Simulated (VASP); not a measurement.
# H10C21O in VASP: further runs, part 2 of 2

VASP 6.6.1.

### Step 3. Single point, PBE

Input file INCAR:

```
PREC     = Accurate       # precision mode
ENCUT    = 520            # plane-wave cutoff, eV
EDIFF    = 1E-6           # SCF threshold, eV
ISMEAR   = -1             # smearing method
SIGMA    = 0.05           # smearing width, eV
LREAL    = Auto         
LASPH    = True           # aspherical terms in the spheres
NELM     = 100            # most SCF steps
ALGO     = Normal         # electronic algorithm
ISIF     = 2              # what is computed and relaxed
LWAVE    = False          # write WAVECAR
LCHARG   = False          # write CHGCAR
GGA      = PE             # functional
NBANDS   = 72             # bands
```

Input file KPOINTS:

```
Automatic mesh
0
Gamma
  2 2 1
```

Input file POSCAR:

```
H10C21O
1.0
    5.0487420000      0.0000000000      0.0000000000
    0.0000000000      5.0487420000      0.0000000000
    0.0000000000      0.0000000000     19.8355610000
H C O
10 21 1
Direct
    0.4277897346      0.0000000000      0.0504145055
    0.0722160095      0.0000000000      0.0504145055
    0.9277954786      0.0000000000      0.0504145055
    0.5722217535      0.0000000000      0.0504145055
    0.4277897346      0.5000057440      0.0504145055
    0.0722160095      0.5000057440      0.0504145055
    0.9277954786      0.5000057440      0.0504145055
    0.5722217535      0.5000057440      0.0504145055
    0.6708007658      1.6355757533      0.6088358177
    0.8487064698      1.6078460733      0.5852418291
    0.2500028720      0.0000000000      0.0824125922
    0.7500086160      0.0000000000      0.0824125922
    0.2500028720      0.5000057440      0.0824125922
    0.7500086160      0.5000057440      0.0824125922
    0.2500028720      0.2500028720      0.1274075384
    0.7500086160      0.2500028720      0.1274075384
    0.2500028720      0.7500086160      0.1274075384
    0.7500086160      0.7500086160      0.1274075384
    0.0243625046      0.2048629144      0.1691154588
    0.4883592784      0.1943256360      0.1747114690
    0.0022777951      0.7266166502      0.1670282983
    0.5024023806      0.6968072443      0.1742224483
    0.0177073814     -0.0284625358      0.2174377624
    0.5107014777     -0.0289775156      0.2242185134
    0.0483882916      0.4639967738      0.2149876174
    0.5425906097      0.4494783057      0.2168126225
    0.2497849959      0.0786928704      0.2584247554
    0.7775996476      0.1002229862      0.2407191811
    0.2872794847      0.2782673387      0.2955651217
    0.7584067477      0.4392579379      0.2680337602
    1.1206355960      0.5242494071      0.2860115729
    0.8137274592      0.6611547986      0.3054009917
```

Potentials or basis: VASP PAW PBE potentials, release 64 (H, C, O).

The run is started by

```
$ cat potpaw_PBE.64/H/POTCAR potpaw_PBE.64/C/POTCAR potpaw_PBE.64/O/POTCAR > POTCAR
$ mpirun -np 1 vasp_std > vasp.out
```

OUTCAR:

```text
PREC = Accurate
   ENCUT = 520
   EDIFF = 1E-6
   ISMEAR = -1
   LREAL = Auto
   LASPH = True
   NELM = 100
   ISIF = 2
   GGA = PE

 ion  position               nearest neighbor table
   1  0.428  0.000  0.050-   4 0.73  11 1.10
   2  0.072  0.000  0.050-   3 0.73  11 1.10
   3  0.928  0.000  0.050-   2 0.73  12 1.10
   4  0.572  0.000  0.050-   1 0.73  12 1.10
   5  0.428  0.500  0.050-   8 0.73  13 1.10
   6  0.072  0.500  0.050-   7 0.73  13 1.10
   7  0.928  0.500  0.050-   6 0.73  14 1.10
   8  0.572  0.500  0.050-   5 0.73  14 1.10
   9  0.671  0.636  0.609-
  10  0.849  0.608  0.585-
  11  0.250  0.000  0.082-   2 1.10   1 1.10  17 1.55  15 1.55
  12  0.750  0.000  0.082-   4 1.10   3 1.10  18 1.55  16 1.55
  13  0.250  0.500  0.082-   6 1.10   5 1.10  15 1.55  17 1.55
  14  0.750  0.500  0.082-   8 1.10   7 1.10  16 1.55  18 1.55
  15  0.250  0.250  0.127-  19 1.43  13 1.55  11 1.55  20 1.55
  16  0.750  0.250  0.127-  14 1.55  12 1.55  19 1.63  20 1.64
  17  0.250  0.750  0.127-  21 1.48  11 1.55  13 1.55  22 1.60
  18  0.750  0.750  0.127-  21 1.50  12 1.55  14 1.55  22 1.58
  19  0.024  0.205  0.169-  15 1.43  23 1.52  25 1.60  16 1.63  28 1.96
  20  0.488  0.194  0.175-  24 1.50  15 1.55  26 1.56  16 1.64  28 2.02
  21  0.002  0.727  0.167-  17 1.48  18 1.50  23 1.59  25 1.65
  22  0.502  0.697  0.174-  26 1.52  18 1.58  17 1.60  24 1.70
  23  0.018  0.972  0.217-  28 1.45  19 1.52  27 1.53  21 1.59
  24  0.511  0.971  0.224-  20 1.50  28 1.53  27 1.58  22 1.70
  25  0.048  0.464  0.215-  31 1.49  19 1.60  21 1.65  30 1.81
  26  0.543  0.449  0.217-  30 1.49  22 1.52  20 1.56
  27  0.250  0.079  0.258-  29 1.26  23 1.53  24 1.58
  28  0.778  0.100  0.241-  23 1.45  24 1.53  30 1.80  19 1.96  20 2.02
  29  0.287  0.278  0.296-  27 1.26  31 1.51
  30  0.758  0.439  0.268-  32 1.37  26 1.49  28 1.80  25 1.81  31 1.91
  31  0.121  0.524  0.286-  25 1.49  29 1.51  32 1.74  30 1.91
  32  0.814  0.661  0.305-  30 1.37  31 1.74

  LATTYP: Found a simple tetragonal cell.
[... 197 lines left out ...]
  Thomas-Fermi vector in A             =   2.082522
   LORBIT       =      0    0 simple, 1 ext, 2 COOP (PROOUT), +10 PAW based schemes
   GGA     = PE    functional components
   LHFCALC =     F    Hartree Fock is set to
   AEXX    =    0.0000 exact exchange contribution
   IVDW    =     0    specifies the selected vdW correction
   LEPSILON=     F    determine dielectric tensor
   LRPA    =     F    only Hartree local field effects (RPA)
 non-spin polarized calculation
  energy-cutoff  :      520.00
  volume of cell :      505.60
 maximum number of plane-waves:     13620
 NGX is ok and might be reduce to    40
   NGX = 19   NGY = 19   NGZ = 73

 number of electron     100.0000013 magnetization

 Free energy of the ion-electron system (eV)
  ---------------------------------------------------
  ext. energy  EPLUGINS =         0.00000000
  ---------------------------------------------------
  free energy    TOTEN  =      -198.23529500 eV

  energy without entropy =     -198.18285782  energy(sigma->0) =     -198.20907641

 E-fermi :   0.5275     XC(G=0):  -5.1556

 val. band max:        0.3112327022   @ k =   0.5000   0.5000   0.0000
 cond. band min:       0.5427646954   @ k =   0.0000   0.5000   0.0000
 fundamental gap:      0.2315319932
 Fermi energy:         0.5274869308

 k-point     1 :       0.0000    0.0000    0.0000
  band No.  band energies     occupation
      1     -22.4021      2.00000
      2     -21.4613      2.00000
      3     -19.3534      2.00000
      4     -17.6759      2.00000
      5     -17.3159      2.00000
      6     -17.1308      2.00000
[... 249 lines left out ...]
     61       4.6897      0.00000
     62       5.2050      0.00000
 [bands above 62 left out]

------------------------ aborting loop because EDIFF is reached ----------------------------------------

  FORCE on cell =-STRESS in cart. coord.  units (eV):
  Direction    XX          YY          ZZ          XY          YZ          ZX
  --------------------------------------------------------------------------------------
  -------------------------------------------------------------------------------------
  Total       75.3907493     -3.7375969      0.9672021     -0.8919025     -2.2183720     -7.8905273
  in kB      238.9009067    -11.8438308      3.0649046     -2.8262925     -7.0296567    -25.0037856
  external PRESSURE =      76.7073268 kB  Pullay stress =       0.0000000 kB

 VOLUME and BASIS-vectors are now :
 -----------------------------------------------------------------------------
  energy-cutoff  :      520.00
  volume of cell :      505.60
      direct lattice vectors                 reciprocal lattice vectors
     5.048742000  0.000000000  0.000000000     0.198069143  0.000000000  0.000000000
     0.000000000  5.048742000  0.000000000     0.000000000  0.198069143  0.000000000
     0.000000000  0.000000000 19.835561000     0.000000000  0.000000000  0.050414506

 POSITION                                       TOTAL-FORCE (eV/Angst)
 -----------------------------------------------------------------------------------
      2.15980      0.00000      1.00000        -8.942431     -0.080486     -0.119647
      0.36460      0.00000      1.00000         8.813201     -0.199253      0.036090
      4.68420      0.00000      1.00000        -8.836582     -0.189598     -0.007324
      2.88900      0.00000      1.00000         8.813422     -0.065582     -0.046485
      2.15980      2.52440      1.00000        -8.878099     -0.110735     -0.010082
      0.36460      2.52440      1.00000         8.850343     -0.161433     -0.003636
[... 24 lines left out ...]
      0.60906      2.64680      5.67320         1.567458     -2.027324     -1.235555
      4.10830      3.33800      6.05780         0.837532     -3.209755      1.807565
 -----------------------------------------------------------------------------------
    total drift:                               -0.002412      0.010026      0.004446

  FREE ENERGIE OF THE ION-ELECTRON SYSTEM (eV)
  ---------------------------------------------------
  free  energy   TOTEN  =      -198.2352949956 eV

  energy  without entropy=     -198.1828578155  energy(sigma->0) =     -198.20907641
```

Wall time 3.7 min (1 thread of Intel Xeon 6975P-C (Granite Rapids), shared host); peak memory 0.57 GiB.

Results:

- Free energy: -198.2353 eV
- Largest force: 8.944 eV/Å
- Band gap on the k mesh: zero (band 50 reaches 0.55 eV, above the bottom of band 51 at 0.54 eV)

Forces in eV/Å, atoms in the order of the input:
```
H   -8.942 -0.080 -0.120
H    8.813 -0.199  0.036
H   -8.837 -0.190 -0.007
H    8.813 -0.066 -0.046
H   -8.878 -0.111 -0.010
H    8.850 -0.161 -0.004
H   -8.862 -0.130 -0.024
H    8.825 -0.098 -0.005
H    3.815 -0.593 -1.984
H   -3.814  0.593  1.983
C    1.046 -0.201  0.316
C   -0.361  0.100  0.924
C    0.219 -0.048  1.037
C   -0.149 -0.229  1.191
C    2.150 -2.986 -3.093
C    0.733 -2.732 -1.819
C    1.006 -2.141 -1.782
C   -0.091 -1.996 -1.522
C   -2.673  5.858  1.275
C    3.046  6.363 -1.999
C    1.056  0.092  4.913
C    0.610  4.203  2.103
C   -0.616  2.232 -0.528
C    0.432  0.447 -1.533
C   -3.868  3.709 -1.470
C   -1.122  0.741 -0.774
C    1.832 -8.473 -0.592
C   -2.316 -2.873  5.337
C   -2.078  5.862  3.156
C   -1.044 -1.652 -5.530
C    1.567 -2.027 -1.236
O    0.838 -3.210  1.808
```

Levels at points of the mesh, in eV from the Fermi level:
```tsv
k point	band 48	band 49	band 50	band 51	band 52	band 53
(0.00, 0.00, 0.00)	-1.35	-1.07	-0.63	0.13	0.84	1.23
(0.50, 0.00, 0.00)	-2.38	-2.13	0.02	0.10	0.37	1.99
(0.00, 0.50, 0.00)	-1.22	-0.97	-0.77	0.02	0.85	1.47
(0.50, 0.50, 0.00)	-2.45	-1.81	-0.22	0.23	0.92	2.05
```

Caveat: the k points lie up to 0.62 Å⁻¹ apart.

### Step 4. Single point, PBE

Input file INCAR:

```
  PREC = Accurate
  ENCUT = 520
  EDIFF = 1E-7
  ISMEAR = -1
  SIGMA = 0.05
  LREAL = Auto
  LASPH = True
  NELM = 100
  ALGO = Normal
  ISIF = 2
  LWAVE = False
  LCHARG = False
  GGA = PE
  NBANDS = 72
```

Input file KPOINTS:

```
regular mesh
0
Gamma
  2 2 1
```

Input file POSCAR:

```
H10C21O
1.0
    5.0487420000      0.0000000000      0.0000000000
    0.0000000000      5.0487420000      0.0000000000
    0.0000000000      0.0000000000     19.8355610000
H C O
10 21 1
Direct
    0.4277897346      0.0000000000      0.0504145055
    0.0722160095      0.0000000000      0.0504145055
    0.9277954786      0.0000000000      0.0504145055
    0.5722217535      0.0000000000      0.0504145055
    0.4277897346      0.5000057440      0.0504145055
    0.0722160095      0.5000057440      0.0504145055
    0.9277954786      0.5000057440      0.0504145055
    0.5722217535      0.5000057440      0.0504145055
    0.9986051971      2.4759237054      0.8089057829
    0.9309051641      2.3438313940      0.8427944135
    0.2500028720      0.0000000000      0.0824125922
    0.7500086160      0.0000000000      0.0824125922
    0.2500028720      0.5000057440      0.0824125922
    0.7500086160      0.5000057440      0.0824125922
    0.2500028720      0.2500028720      0.1274075384
    0.7500086160      0.2500028720      0.1274075384
    0.2500028720      0.7500086160      0.1274075384
    0.7500086160      0.7500086160      0.1274075384
    0.0137459985      0.2720479676      0.1860597742
    0.4829916046      0.2709585873      0.1793647278
    0.0092498290      0.8113704364      0.1895787066
    0.5107410915      0.8037645814      0.1704363189
    0.0015845531      0.0508641559      0.2376388548
    0.5319939106      0.0868137053      0.2372002486
   -0.0118247278      0.5410258635      0.2423979841
    0.4894882725      0.5689338057      0.2256754926
    0.2817929694      0.0403070706      0.2713207859
    0.7768469849      0.1027186574      0.2821750290
    0.1924439791      0.2236398691      0.3275127938
    0.6921724263      0.5479384766      0.2787317183
    1.2233146396      0.4464478478      0.2974102926
    0.6861907382      0.5261508709      0.3438017206
```

The run is started by

```
$ cat potpaw_PBE.64/H/POTCAR potpaw_PBE.64/C/POTCAR potpaw_PBE.64/O/POTCAR > POTCAR
$ mpirun -np 1 vasp_std > vasp.out
```

It took 4.6 min on 1 thread of Intel Xeon 6975P-C (Granite Rapids), shared host; peak memory 0.57 GiB.

The run converged. Its results:

| Property | Result |
| --- | --- |
| Free energy | -197.1328 eV |
| Largest force | 8.729 eV/Å |
| Band gap on the k mesh | zero (band 50 reaches -0.07 eV, above the bottom of band 51 at -0.20 eV) |

Forces on the atoms (eV/Å):
```
H   -8.623  0.057 -0.105
H    8.659  0.214 -0.224
H   -8.618  0.130 -0.191
H    8.558  0.099 -0.097
H   -8.597  0.138 -0.002
H    8.667  0.029 -0.057
H   -8.728  0.080 -0.145
H    8.624  0.082 -0.020
H   -1.441 -2.816  2.836
H    1.442  2.814 -2.829
C   -0.866 -0.106  1.834
C    0.828  0.173  2.143
C   -0.503 -0.043  2.875
C    0.657 -0.289  2.837
C    0.045  1.075  2.433
C   -0.279  1.497  1.981
C    0.714  3.933  1.540
C    0.532  2.908  1.114
C   -2.193  1.521 -1.962
C    3.094  2.991 -1.400
C   -0.843 -6.301 -1.557
C   -1.388 -5.308  3.000
C    2.560 -1.897 -3.454
C   -0.557 -2.502 -1.024
C    0.699  0.022 -2.336
C    0.616 -1.960 -1.840
C   -2.349  3.097  2.335
C   -1.224 -1.585 -2.282
C    0.553 -2.814 -0.252
C    2.867 -0.723  2.702
C   -2.380  4.140 -4.305
O   -0.527  1.343 -3.549
```

Levels at points of the mesh, in eV from the Fermi level:
```csv
k point,band 47,band 48,band 49,band 50,band 51,band 52,band 53,band 54
"(0.00, 0.00, 0.00)",-1.35,-0.99,-0.59,-0.17,0.55,0.75,1.34,1.81
"(0.50, 0.00, 0.00)",-1.86,-1.43,-0.99,-0.21,-0.03,0.56,1.65,2.04
"(0.00, 0.50, 0.00)",-1.09,-0.61,-0.35,0.09,0.29,0.67,1.53,1.61
"(0.50, 0.50, 0.00)",-2.79,-1.49,-1.18,-0.07,0.01,0.62,1.54,1.67
```

Caveat: the k points lie up to 0.62 Å⁻¹ apart.
